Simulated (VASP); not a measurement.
AlN: single point with LDA

Crystal: AlN.

```
CELL_PARAMETERS angstrom
0.00000 1.97800 1.99778
1.97800 0.00000 1.99778
1.97800 1.97800 0.00000
ATOMIC_POSITIONS crystal
Al 0.00000 0.00000 0.00000
N 0.50000 0.50000 0.50000
```

This cell differs from its parent crystal: zz strain of +1 %.

```json
{
 "Program": "VASP 6.6.1",
 "Task": "single point",
 "Functional": "LDA",
 "Potentials or basis": "VASP PAW LDA potentials, release 64 (Al, N)",
 "Cutoff": "520 eV",
 "k mesh": "10 × 10 × 10",
 "Occupations": "fermi-dirac, width 0.02 eV",
 "Spin": "no spin polarisation",
 "Dipole correction": "no",
 "Further INCAR settings": "ALGO = Normal; EDIFF = 1e-07; NBANDS = 11"
}
```

```
Pressure               : 10.1 GPa
Band gap on the k mesh : 4.93 eV, indirect (least direct gap 6.55 eV)
```

Stress tensor (GPa, compression positive):
```
11.32  0.00  0.00
 0.00 11.32  0.00
 0.00  0.00  7.60
```

Levels at points of the mesh, in eV from the valence-band top:
| k point | band 2 | band 3 | band 4 | band 5 | band 6 | band 7 |
| --- | --- | --- | --- | --- | --- | --- |
| (0.00, 0.00, 0.00) | -0.07 | -0.07 | 0.00 | 6.55 | 12.06 | 12.19 |
| (0.50, 0.00, 0.00) | -8.76 | -1.26 | -1.21 | 6.43 | 11.10 | 11.33 |
| (0.50, 0.50, 0.00) | -7.88 | -2.95 | -2.95 | 5.03 | 5.11 | 14.44 |
| (0.50, 0.00, 0.50) | -7.82 | -3.10 | -2.97 | 4.93 | 5.01 | 14.57 |

Wall time 16 s on 1 thread of Intel Xeon 8259CL (shared host), peak memory 0.13 GiB.

Caveat: the cell differs from its parent crystal (zz strain of +1 %). A k mesh can miss the band edges.
